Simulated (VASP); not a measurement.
Wanted: the native input for a VASP 6.6.1 run.

* Task: single point
* Functional: PBEsol
* Potentials or basis: VASP PAW PBE potentials, release 64 (Zr_sv, Cu)
* Cutoff: 520 eV
* k mesh: 14 × 14 × 14
* Occupations: gaussian, width 0.15 eV
* Spin: no spin polarisation
* Dipole correction: no
* Further INCAR settings: ALGO = Fast; EDIFF = 1e-06; NBANDS = 18

The structure of ZrCu lies in POSCAR:

```
ZrCu
1.0
    3.2526642500      0.0000000000      0.0000000000
    0.0000000000      3.2526642500      0.0000000000
    0.0000000000      0.0000000000      3.2526642500
Zr Cu
1 1
Direct
    0.5000000000      0.5000000000      0.5000000000
    0.0000000000     -0.0461160416      0.0000000000
```

This cell differs from its parent crystal: all Cu atoms moved -0.150 Å, as atom 2 along Cartesian [0 1 0].

These files were run (other wordings do the same):

INCAR

```
SYSTEM = ZrCu
  PREC = Accurate
  ENCUT = 520
  EDIFF = 1E-6
  ISMEAR = 0
  SIGMA = 0.15
  LREAL = .False.
  LASPH = .True.
  NELM = 100
  ALGO = Fast
  ISIF = 2
  LWAVE = .False.
  LCHARG = .False.
  GGA = PS
  NBANDS = 18
```

KPOINTS

```
regular mesh
0
Gamma
  14 14 14
  0 0 0
```

Potentials or basis: VASP PAW PBE potentials, release 64 (Zr_sv, Cu).

Command:

```bash
$ cat potpaw_PBE.64/Zr_sv/POTCAR potpaw_PBE.64/Cu/POTCAR > POTCAR
$ mpirun -np 1 vasp_std > vasp.out
```

It gave:

```
Pressure      : -2.3 GPa
Largest force : 0.466 eV/Å
```

Caveat: the cell differs from its parent crystal (all Cu atoms moved -0.150 Å, as atom 2 along Cartesian [0 1 0]); the PAW data sets were made with another functional, which shifts forces and pressure a little.

Wall time 120 s on 1 thread of Intel Xeon 6975P-C, on a shared host, peak memory 0.29 GiB.
